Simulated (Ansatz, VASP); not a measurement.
**One calculation of SbAu3S3, two programs**

```xyz
7
Lattice="5.5803 0.0000 0.0000 0.0000 5.4254 0.0000 -1.7119 0.0000 5.3126" Properties=species:S:1:pos:R:3 pbc="T T T"
Sb    4.4304    2.7127    0.4475
S     1.9262    0.0000    0.6729
S     4.4873    0.0000    2.9509
S     3.9590    0.0000    0.9703
Au    1.5362    2.7127    3.3298
Au    1.6169    2.7127    0.5952
Au    4.3421    2.7127    3.2465
```

Change from the starting cell: the structure that the rattled cell fell into.

Alike in both runs: task single point; functional PBE; k mesh 4 × 4 × 4; occupations gaussian, width 0.1 eV; collinear spin.

|  | VASP | Ansatz |
| --- | --- | --- |
| version | VASP 6.6.1 | Ansatz 0.2.0 |
| potentials or method | VASP PAW PBE potentials, release 64 (Sb, S, Au), cutoff 520 eV | scalar-relativistic, plane waves, PAW |
| valence electrons in the cell | 56 | 90 |

|  | VASP | Ansatz | Ansatz less VASP |
| --- | --- | --- | --- |
| gap on the k mesh at the Fermi level (eV) | none | none | - |
| pressure (GPa) | -0.2 | 0.1 | +0.31 |
| traceless stress, the component that is largest in VASP (GPa) | 0.19 | 0.04 | -0.150 |
| rms of the force components (eV/Å) | 0.054 | 0.024 | -0.0302 |
| net moment per atom (μB) | 0.00 | 0.00 | 0.000 |

Atom by atom the forces differ by 0.042 eV/Å (rms over components). A gap of «none» marks a metal or a gap that the smearing closes. With one functional, cell and mesh, what is left measures potentials, basis and numerics. VASP's potentials hold 56 valence electrons a cell and Ansatz's 90, so a difference there can come from the potentials and not from the codes. Ansatz's warnings: seeded moment not kept.

Neither program's run includes spin-orbit coupling.
